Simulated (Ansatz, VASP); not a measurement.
Two plane-wave programs on SnSe2

```xyz
3
Lattice="3.8406 0.0000 0.0000 -1.9203 3.3260 0.0000 0.0000 0.0000 6.6551" Properties=species:S:1:pos:R:3 pbc="T T T"
Sn    0.0000    0.0000    0.0000
Se    1.9203    1.1087    5.0801
Se    0.0000    2.2173    1.5750
```

Change from the starting cell: strain along c alone, the other axes held, atoms relaxed: +2.0 %.

Alike in both runs: functional r2SCAN; k mesh 12 × 12 × 4; occupations gaussian, width 0.02 eV; no spin polarisation.

Ansatz relaxed the structure, and its values are those at the end. VASP's run is a single point on that final structure, the one shown.

|  | VASP | Ansatz |
| --- | --- | --- |
| version | VASP 6.6.1 | Ansatz 0.2.0 |
| potentials or method | VASP PAW PBE potentials, release 64 (Sn_d, Se), cutoff 520 eV | scalar-relativistic, plane waves, PAW |
| valence electrons in the cell | 26 | 46 |

Ansatz gave:

| Item | Value |
| --- | --- |
| gap on the k mesh at the Fermi level (eV) | 1.03 |
| least direct gap on the mesh (eV) | 1.45 |
| pressure (GPa) | -0.1 |
| rms of the force components (eV/Å) | 0.000 |

Task: What did VASP give for the same quantities?

Result: gap on the k mesh at the Fermi level (eV): 1.04; least direct gap on the mesh (eV): 1.45; pressure (GPa): -0.1; rms of the force components (eV/Å): 0.006.

VASP's potentials were made for PBE, not for r2SCAN. With one functional, cell and mesh, what is left measures potentials, basis and numerics. VASP's potentials hold 26 valence electrons a cell and Ansatz's 46, so a difference there can come from the potentials and not from the codes. Ansatz's warnings: stress scf threshold loose.
